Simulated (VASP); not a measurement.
Input of a VASP 6.6.1 run:

Contents of INCAR:

```
PREC     = Accurate       # precision mode
ENCUT    = 500            # plane-wave cutoff, eV
EDIFF    = 1E-6           # SCF threshold, eV
ISMEAR   = -1             # smearing method
SIGMA    = 0.05           # smearing width, eV
LREAL    = F              # projectors in reciprocal space
LASPH    = T              # aspherical terms in the spheres
NELM     = 120            # most SCF steps
ALGO     = Normal         # electronic algorithm
ISIF     = 2              # what is computed and relaxed
LWAVE    = F              # write WAVECAR
LCHARG   = F              # write CHGCAR
NBANDS   = 11             # bands
GGA_COMPAT= F
```

Contents of KPOINTS:

```
Automatic mesh
0
Gamma
  10 10 10
```

The input POSCAR:

```
Pt
1.0
    0.0000000000      1.9473167642      1.9473167642
    1.9473167642      0.0000000000      1.9473167642
    1.9473167642      1.9473167642      0.0000000000
Pt
1
Direct
    0.0000000000      0.0000000000      0.0000000000
```

Potentials or basis: VASP PAW LDA potentials, release 64 (Pt).

Launch:

```bash
$ cat potpaw_LDA.64/Pt/POTCAR > POTCAR
$ mpirun -np 1 vasp_std > vasp.out
```

Q: Estimate the band gap on the k mesh.

A: Zero (band 5 reaches 12.07 eV, above the bottom of band 6 at 9.79 eV).

Q: Estimate the pressure.

A: 0.8 GPa.

Caveat: spin-orbit coupling is left out, which moves the levels of the heavy elements.
